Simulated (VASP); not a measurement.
# Ti5C4 in VASP: a series of runs

The runs below take Ti5C4 through single point, with PBEsol.

All numbers are computed with VASP 6.6.1; they aren't measurements. Logs are shortened: lines on timing, memory, paths and dates and some standing lists are left out, and cuts for length are marked.

## 1. The cell of the first run

The cell holds a slab with vacuum, 9 atoms: a = 3.060 Å, b = 3.060 Å, c = 27.995 Å, α = 90.00°, β = 90.00°, γ = 120.00°.

## 2. Single point, PBEsol

Input file INCAR:

```
PREC = Accurate
ENCUT = 520
EDIFF = 1E-6
ISMEAR = 0
SIGMA = 0.1
LREAL = False
LASPH = True
NELM = 60
ALGO = Normal
ISIF = 2
LWAVE = False
LCHARG = False
LDIPOL = True
IDIPOL = 3
DIPOL = 0.5 0.5 0.498
GGA = PS
NBANDS = 48
```

Input file KPOINTS:

```
Automatic mesh
0
Gamma
  12 12 1
```

Input file POSCAR:

```
Ti5C4
1.0
    3.0603581485     -0.0000000029      0.0000000000
   -1.5301790718      2.6503479027      0.0000000000
    0.0000000000      0.0000000000     27.9950878984
Ti C
5 4
Direct
    0.6666666667      0.3333333333      0.3214849702
    0.3333333333      0.6666666667      0.4107424901
    0.0000000000      0.0000000000      0.4979426495
    0.6666666667      0.3333333333      0.5841300704
    0.3333333333      0.6666666667      0.6691335325
    0.0000000000      0.0000000000      0.3661137302
    0.6666666667      0.3333333333      0.4553712401
    0.3333333333      0.6666666667      0.5430596338
    0.0000000000      0.0000000000      0.6335159576
```

Potentials or basis: VASP PAW PBE potentials, release 64 (Ti_sv, C).

Command:

```sh
cat potpaw_PBE.64/Ti_sv/POTCAR potpaw_PBE.64/C/POTCAR > POTCAR
mpirun -np 1 vasp_std > vasp.out
```

OUTCAR:

```text
PREC = Accurate
   ENCUT = 520
   EDIFF = 1E-6
   ISMEAR = 0
   LREAL = False
   LASPH = True
   NELM = 60
   ISIF = 2
   GGA = PS

 ion  position               nearest neighbor table
   1  0.667  0.333  0.321-   6 2.16   6 2.16   6 2.16
   2  0.333  0.667  0.411-   7 2.16   7 2.16   7 2.16   6 2.16   6 2.16   6 2.16
   3  0.000  0.000  0.498-   7 2.13   7 2.13   7 2.13   8 2.17   8 2.17   8 2.17
   4  0.667  0.333  0.584-   8 2.11   8 2.11   8 2.11   9 2.24   9 2.24   9 2.24
   5  0.333  0.667  0.669-   9 2.03   9 2.03   9 2.03
   6  0.000  0.000  0.366-   2 2.16   2 2.16   2 2.16   1 2.16   1 2.16   1 2.16
   7  0.667  0.333  0.455-   3 2.13   3 2.13   3 2.13   2 2.16   2 2.16   2 2.16
   8  0.333  0.667  0.543-   4 2.11   4 2.11   4 2.11   3 2.17   3 2.17   3 2.17
   9  0.000  0.000  0.634-   5 2.03   5 2.03   5 2.03   4 2.24   4 2.24   4 2.24

  LATTYP: Found a hexagonal cell.
 ALAT       =     3.0603581485
 C/A-ratio  =     9.1476508761

  Lattice vectors:

 A1 = (   3.0603581485,  -0.0000000029,   0.0000000000)
 A2 = (  -1.5301790718,   2.6503479027,   0.0000000000)
 A3 = (   0.0000000000,   0.0000000000,  27.9950878984)

Analysis of symmetry for initial positions (statically):
=====================================================================
 Subroutine PRICEL returns:
 Original cell was already a primitive cell.

 Routine SETGRP: Setting up the symmetry group for a
 hexagonal supercell.

 Subroutine GETGRP returns: Found  6 space group operations
 (whereof  6 operations were pure point group operations)
 out of a pool of 24 trial point group operations.

The static configuration has the point symmetry C_3v.

Analysis of symmetry for dynamics (positions and initial velocities):
=====================================================================
 Subroutine PRICEL returns:
 Original cell was already a primitive cell.

 Routine SETGRP: Setting up the symmetry group for a
 hexagonal supercell.

 Subroutine GETGRP returns: Found  6 space group operations
 (whereof  6 operations were pure point group operations)
 out of a pool of 24 trial point group operations.

The dynamic configuration has the point symmetry C_3v.

 Subroutine INISYM returns: Found  6 space group operations
 (whereof  6 operations are pure point group operations),
 and found     1 'primitive' translations

----------------------------------------------------------------------------------------

                                     Primitive cell

  volume of cell :     227.0685

  direct lattice vectors                    reciprocal lattice vectors
     3.060358149 -0.000000003  0.000000000     0.326759141  0.188654478  0.000000000
    -1.530179072  2.650347903  0.000000000     0.000000000  0.377308956  0.000000000
     0.000000000  0.000000000 27.995087898     0.000000000  0.000000000  0.035720552

  length of vectors
     3.060358149  3.060358149 27.995087898     0.377308956  0.377308956  0.035720552

  position of ions in fractional coordinates (direct lattice)
     0.666666667  0.333333333  0.321484970
     0.333333333  0.666666667  0.410742490
     0.000000000  0.000000000  0.497942649
     0.666666667  0.333333333  0.584130070
     0.333333333  0.666666667  0.669133532
     0.000000000  0.000000000  0.366113730
     0.666666667  0.333333333  0.455371240
     0.333333333  0.666666667  0.543059634
     0.000000000  0.000000000  0.633515958

  ion indices of the primitive-cell ions
   primitive index   ion index
                 1           1
                 2           2
                 3           3
                 4           4
                 5           5
                 6           6
                 7           7
                 8           8
                 9           9

----------------------------------------------------------------------------------------

 KPOINTS: Automatic mesh

Automatic generation of k-mesh.
 Grid dimensions read from file:
 generate k-points for:   12   12    1

 Generating k-lattice:

  Cartesian coordinates                     Fractional coordinates (reciprocal lattice)
     0.027229928  0.015721206  0.000000000     0.083333333  0.000000000  0.000000000
     0.000000000  0.031442413  0.000000000     0.000000000  0.083333333  0.000000000
     0.000000000  0.000000000  0.035720552     0.000000000  0.000000000  1.000000000

  Length of vectors
     0.031442413  0.031442413  0.035720552

  Shift w.r.t. Gamma in fractional coordinates (k-lattice)
     0.000000000  0.000000000  0.000000000

 Subroutine IBZKPT returns following result:
 ===========================================

 Found     19 irreducible k-points:

 Following reciprocal coordinates:
            Coordinates               Weight
  0.000000  0.000000  0.000000      1.000000
  0.083333  0.000000  0.000000      6.000000
  0.166667  0.000000  0.000000      6.000000
  0.250000  0.000000  0.000000      6.000000
  0.333333  0.000000  0.000000      6.000000
  0.416667 -0.000000  0.000000      6.000000
[... 11 lines left out ...]
  0.333333  0.250000  0.000000     12.000000
  0.333333  0.333333  0.000000      2.000000
   k-points           NKPTS =     19   k-points in BZ     NKDIM =     19   number of bands    NBANDS=     48
   number of dos      NEDOS =    301   number of ions     NIONS =      9
   total plane-waves  NPLWV = 120960
   dimension x,y,z NGX =    24 NGY =   24 NGZ =  210
   dimension x,y,z NGXF=    48 NGYF=   48 NGZF=  420
   ions per type =               5   4
   NGX,Y,Z   is equivalent  to a cutoff of  13.04, 13.04, 12.47 a.u.
   NGXF,Y,Z  is equivalent  to a cutoff of  26.07, 26.07, 24.94 a.u.
 SYSTEM =  unknown system
   PREC   = accura    normal or accurate (medium, high low for compatibility)
   ISTART =      0    job   : 0-new  1-cont  2-samecut
   ICHARG =      2    charge: 1-file 2-atom 10-const
   ISPIN  =      1    spin polarized calculation?
   LNONCOLLINEAR =      F non collinear calculations
   LSORBIT =      F    spin-orbit coupling
   LASPH  =      T    aspherical Exc in radial PAW
   ENCUT  =  520.0 eV  38.22 Ry    6.18 a.u.   5.69  5.69 52.05*2*pi/ulx,y,z
   NELM   =     60;   NELMIN=  2; NELMDL= -5     # of ELM steps
   EDIFF  = 0.1E-05   stopping-criterion for ELM
   LREAL  =      F    real-space projection
   EDIFFG = 0.1E-04   stopping-criterion for IOM
   NSW    =      0    number of steps for IOM
   IBRION =     -1    ionic relax: 0-MD 1-quasi-New 2-CG
   NFREE  =      0    steps in history (QN), initial steepest desc. (CG)
   ISIF   =      2    stress and relaxation
   ISYM   =      2    0-nonsym 1-usesym 2-fastsym
   POTIM  = 0.5000    time-step for ionic-motion
   TEBEG  =    0.0;   TEEND  =   0.0 temperature during run
   PSTRESS=    0.0 pullay stress
   NELECT =      76.0000    total number of electrons
   NUPDOWN=      -1.0000    fix difference up-down
   EMIN   =  10.00;   EMAX   =-10.00  energy-range for DOS
   EFERMI =   0.00;   METHOD = LEGACY
   ISMEAR =     0;   SIGMA  =   0.10  broadening in eV -4-tet -1-fermi 0-gaus
   EFERMI_NEDOS =   21; number of points for ismear=-14 and -15
   IALGO  =     38    algorithm
   IMIX   =      4    mixing-type and parameters
     AMIX     =   0.40;   BMIX     =  1.00
     AMIX_MAG =   1.60;   BMIX_MAG =  1.00
  volume/ion in A,a.u.               =      25.23       170.26
  Fermi-wavevector in a.u.,A,eV,Ry     =   1.136651  2.147958 17.578386  1.291975
  Thomas-Fermi vector in A             =   2.273356
   LORBIT       =      0    0 simple, 1 ext, 2 COOP (PROOUT), +10 PAW based schemes
   GGA     = PS    functional components
   LHFCALC =     F    Hartree Fock is set to
   AEXX    =    0.0000 exact exchange contribution
   IVDW    =     0    specifies the selected vdW correction
   LEPSILON=     F    determine dielectric tensor
   LRPA    =     F    only Hartree local field effects (RPA)
 non-spin polarized calculation
 Gauss-broadening in eV      SIGMA  =   0.10
  energy-cutoff  :      520.00
  volume of cell :      227.07
 maximum number of plane-waves:      6140
 NGX is ok and might be reduce to    24
   NGX = 11   NGY = 11   NGZ =105

 dipolmoment           0.000000      0.000000     -0.000412 electrons x Angstroem

 number of electron      75.9999982 magnetization

 dipolmoment           0.000000      0.000000      0.001104 electrons x Angstroem

 Free energy of the ion-electron system (eV)
  ---------------------------------------------------
  ext. energy  EPLUGINS =         0.00000000
  ---------------------------------------------------
  free energy    TOTEN  =       -85.64448257 eV

  energy without entropy =      -85.61218038  energy(sigma->0) =      -85.62833148

 E-fermi :   1.5136     XC(G=0):  -6.2510

 val. band max:        1.4940117657   @ k =   0.1667   0.0833   0.0000
 cond. band min:       1.5347554636   @ k =   0.3333   0.0833   0.0000
 fundamental gap:      0.0407436980
 Fermi energy:         1.5136495246

 k-point     1 :       0.0000    0.0000    0.0000
  band No.  band energies     occupation
      1     -55.3473      2.00000
      2     -55.0932      2.00000
      3     -54.8730      2.00000
      4     -54.7864      2.00000
      5     -54.7197      2.00000
      6     -31.8751      2.00000
[... 40 lines left out ...]
     47       3.1836      0.00000
     48       3.7386      0.00000

 k-point     2 :       0.0833    0.0000    0.0000
  band No.  band energies     occupation
      1     -55.3442      2.00000
      2     -55.0897      2.00000
      3     -54.8695      2.00000
      4     -54.7826      2.00000
      5     -54.7170      2.00000
      6     -31.8703      2.00000
[... 859 lines left out ...]
 k-point    19 :       0.3333    0.3333    0.0000
  band No.  band energies     occupation
      1     -55.2947      2.00000
      2     -55.0332      2.00000
      3     -54.8145      2.00000
      4     -54.7214      2.00000
      5     -54.6751      2.00000
      6     -31.7950      2.00000
[... 40 lines left out ...]
     47       4.2907      0.00000
     48       4.5253      0.00000

------------------------ aborting loop because EDIFF is reached ----------------------------------------

 vacuum level on the upper side and lower side of the slab       (xc-potential included)        -0.167        -0.210

  FORCE on cell =-STRESS in cart. coord.  units (eV):
  Direction    XX          YY          ZZ          XY          YZ          ZX
  --------------------------------------------------------------------------------------
  -------------------------------------------------------------------------------------
  Total       -2.0733432     -2.0733432     -3.6013713      0.0000000      0.0000000      0.0000000
  in kB      -14.6293426    -14.6293426    -25.4109857      0.0000000      0.0000000      0.0000000
  external PRESSURE =     -18.2232236 kB  Pullay stress =       0.0000000 kB

 VOLUME and BASIS-vectors are now :
 -----------------------------------------------------------------------------
  energy-cutoff  :      520.00
  volume of cell :      227.07
      direct lattice vectors                 reciprocal lattice vectors
     3.060358149 -0.000000003  0.000000000     0.326759141  0.188654478  0.000000000
    -1.530179072  2.650347903  0.000000000     0.000000000  0.377308956  0.000000000
     0.000000000  0.000000000 27.995087898     0.000000000  0.000000000  0.035720552

 POSITION                                       TOTAL-FORCE (eV/Angst)
 -----------------------------------------------------------------------------------
      1.53018      0.88345      9.00000         0.000000     -0.000000      2.241865
      0.00000      1.76690     11.49877         0.000000      0.000000      0.344862
      0.00000      0.00000     13.93995         0.000000     -0.000000     -0.000559
      1.53018      0.88345     16.35277        -0.000000      0.000000     -0.012992
      0.00000      1.76690     18.73245        -0.000000      0.000000      0.024858
      0.00000      0.00000     10.24939         0.000000     -0.000000     -2.072323
      1.53018      0.88345     12.74816        -0.000000     -0.000000     -0.524236
      0.00000      1.76690     15.20300         0.000000     -0.000000      0.001335
      0.00000      0.00000     17.73533        -0.000000     -0.000000     -0.002810
 -----------------------------------------------------------------------------------
    total drift:                               -0.000000      0.000000      0.000911

  FREE ENERGIE OF THE ION-ELECTRON SYSTEM (eV)
  ---------------------------------------------------
  free  energy   TOTEN  =       -85.6444825737 eV

  energy  without entropy=      -85.6121803805  energy(sigma->0) =      -85.62833148

 vacuum level on the upper side and lower side of the slab         5.987         5.951
```

Wall time 6.6 min (1 thread of Intel Xeon Platinum 8488C (Sapphire Rapids), shared host); peak memory 0.42 GiB.

Results:

```yaml
Free_energy: -85.6445 eV
Largest_force: 2.242 eV/Å
Band_gap_on_the_k_mesh: zero (bands 38 and 39 overlap by 0.52 eV)
```

Forces on the atoms (eV/Å):
```
Ti   0.000  0.000  2.242
Ti   0.000  0.000  0.345
Ti   0.000  0.000 -0.001
Ti   0.000  0.000 -0.013
Ti   0.000  0.000  0.025
C    0.000  0.000 -2.072
C    0.000  0.000 -0.524
C    0.000  0.000  0.001
C    0.000  0.000 -0.003
```

Levels at points of the mesh, in eV from the Fermi level:
```
           k point  band 36  band 37  band 38  band 39  band 40  band 41
(0.00, 0.00, 0.00)    -0.45    -0.42    -0.26     0.51     0.56     0.56
(0.50, 0.00, 0.00)    -1.69    -0.88     0.30     0.31     0.62     1.39
```

Caveat: the PAW data sets were made with another functional, which shifts forces and pressure a little.

## 3. Single point, PBEsol

Input file INCAR:

```
PREC = Accurate ; ENCUT = 520
EDIFF = 1E-6 ; ISMEAR = 0
SIGMA = 0.1 ; LREAL = False
LASPH = True ; NELM = 60
ALGO = Normal ; ISIF = 2
LWAVE = False ; LCHARG = False
LDIPOL = True ; IDIPOL = 3
DIPOL = 0.5 0.5 0.498 ; GGA = PS
NBANDS = 48
```

Input file KPOINTS:

```
Automatic mesh
0
Gamma
  21 21 1
```

Input file POSCAR:

```
Ti5C4
1.0
    3.0603581500      0.0000000000      0.0000000000
   -1.5301790700      2.6503479000      0.0000000000
    0.0000000000      0.0000000000     27.9950878984
Ti C
5 4
Direct
    0.6666666660      0.3333333330      0.3214849702
    0.3333333330      0.6666666670      0.4107424901
    0.0000000000      0.0000000000      0.4979426495
    0.6666666660      0.3333333330      0.5841300704
    0.3333333330      0.6666666670      0.6691335325
    0.0000000000      0.0000000000      0.3661137302
    0.6666666660      0.3333333330      0.4553712401
    0.3333333330      0.6666666670      0.5430596338
    0.0000000000      0.0000000000      0.6335159576
```

Potentials or basis: VASP PAW PBE potentials, release 64 (Ti_sv, C).

Command:

```sh
cat potpaw_PBE.64/Ti_sv/POTCAR potpaw_PBE.64/C/POTCAR > POTCAR
mpirun -np 1 vasp_std > vasp.out
```

Wall time 18 min (1 thread of Intel Xeon Platinum 8488C (Sapphire Rapids), shared host); peak memory 0.57 GiB.

The run converged. Its results:

```
Free energy            : -85.6445 eV
Largest force          : 2.233 eV/Å
Band gap on the k mesh : zero (bands 38 and 39 overlap by 0.51 eV)
```

Forces in eV/Å, atoms in the order of the input:
```
Ti   0.000  0.000  2.233
Ti   0.000  0.000  0.341
Ti   0.000  0.000  0.001
Ti   0.000  0.000 -0.010
Ti   0.000  0.000  0.029
C    0.000  0.000 -2.067
C    0.000  0.000 -0.524
C    0.000  0.000  0.004
C    0.000  0.000 -0.007
```

Levels at points of the mesh, in eV from the Fermi level:
```tsv
k point	band 34	band 35	band 36	band 37	band 38	band 39	band 40	band 41	band 42	band 43
(0.00, 0.00, 0.00)	-1.31	-0.46	-0.46	-0.42	-0.26	0.50	0.55	0.55	1.04	1.04
```

Caveat: the PAW data sets were made with another functional, which shifts forces and pressure a little.
